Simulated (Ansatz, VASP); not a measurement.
## AsH3: VASP beside Ansatz

The input INCAR:

```
SYSTEM = AsH3
  ALGO = Normal
  EDIFF = 1E-6
  ENCUT = 400
  GGA = PE
  GGA_COMPAT = .False.
  ISIF = 2
  ISMEAR = 0
  LASPH = .True.
  LCHARG = .True.
  LELF = .True.
  LREAL = .False.
  LVHAR = .True.
  LWAVE = .False.
  NBANDS = 12
  NELM = 120
  NELMDL = -8
  PREC = Accurate
  SIGMA = 0.005
```

File KPOINTS:

```
k-points
0
Gamma
  1 1 1
  0 0 0
```

File POSCAR:

```
AsH3
1.0
   12.5572003111      0.0000000000      0.0000000000
    0.0000000000     13.0572003111      0.0000000000
    0.0000000000      0.0000000000     13.5572003111
As H
1 3
Direct
    0.5262628400      0.5096004700      0.4578352900
    0.5290580700      0.4128441100      0.5217632200
    0.5511202500      0.5766399000      0.5477206000
    0.4063777000      0.5214262000      0.4756737900
```

Input for Ansatz:

```yaml
crystal:
  lattice:
    - [12.5572003111, 0.0, 0.0]
    - [0.0, 13.0572003111, 0.0]
    - [0.0, 0.0, 13.5572003111]
  atoms:
    - { symbol: As, position: [0.52626284, 0.50960047, 0.45783529] }
    - { symbol: H, position: [0.52905807, 0.41284411, 0.52176322] }
    - { symbol: H, position: [0.55112025, 0.5766399, 0.5477206] }
    - { symbol: H, position: [0.4063777, 0.5214262, 0.47567379] }
hamiltonian:
  xc: pbe
kpoints:
  mp_grid: { grid: [1, 1, 1] }
scf:
  occupations: { method: gaussian, width: 0.005 }
  max_iter: 140
  lower_state_search: "off"
output:
  forces: true
```

Alike in both runs: task single point; functional PBE; k mesh 1 × 1 × 1; occupations gaussian, width 0.005 eV; no spin polarisation.

|  | VASP | Ansatz |
| --- | --- | --- |
| version | VASP 6.6.1 | Ansatz 0.2.0 |
| potentials or method | VASP PAW PBE potentials, release 64 (As, H) | scalar-relativistic, plane waves, PAW |
| plane-wave cutoff (eV) | 400 | 420 |
| valence electrons in the cell | 8 | 18 |

Ansatz gave:

| Item | Value |
| --- | --- |
| rms of the force components (eV/Å) | 0.003 |

**Question.** Which values does VASP return?

**Answer.** rms of the force components (eV/Å): 0.070.

Atom by atom the forces differ by 0.067 eV/Å (rms over components). VASP's potentials hold 8 valence electrons a cell and Ansatz's 18, so a difference there can come from the potentials and not from the codes.
